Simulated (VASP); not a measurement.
A run of VASP 6.6.1:

File INCAR:

```
SYSTEM = AgCl
  PREC = Accurate
  ENCUT = 500
  EDIFF = 1E-6
  ISMEAR = 0
  SIGMA = 0.01
  LREAL = .False.
  LASPH = .True.
  NELM = 120
  ALGO = Normal
  ISIF = 2
  LWAVE = .False.
  LCHARG = .False.
  GGA = PS
  NBANDS = 16
  GGA_COMPAT = .False.
```

File KPOINTS:

```
Automatic mesh
0
Gamma
  8 8 8
  0 0 0
```

The input POSCAR:

```
AgCl
1.0
    2.7373702089      2.7373702089      0.0000000000
   -2.7373702089      2.7373702089      0.0000000000
    0.0000000000      2.7373702089      2.7076583500
Ag Cl
1 1
Direct
    0.0000000000      0.0000000000      0.0000000000
    0.5000000000      0.5000000000      0.0000000000
```

Potentials or basis: VASP PAW PBE potentials, release 64 (Ag, Cl).

Run with:

```sh
$ cat potpaw_PBE.64/Ag/POTCAR potpaw_PBE.64/Cl/POTCAR > POTCAR
$ mpirun -np 1 vasp_std > vasp.out
```

Hardware: 1 thread of Intel Xeon 8259CL (shared host).

Task: Estimate the wall time of this run.

Result: Run time: 39 s on 1 thread of Intel Xeon 8259CL, on a shared host, peak memory 0.18 GiB. Counts: scf iterations 12, k points 59.
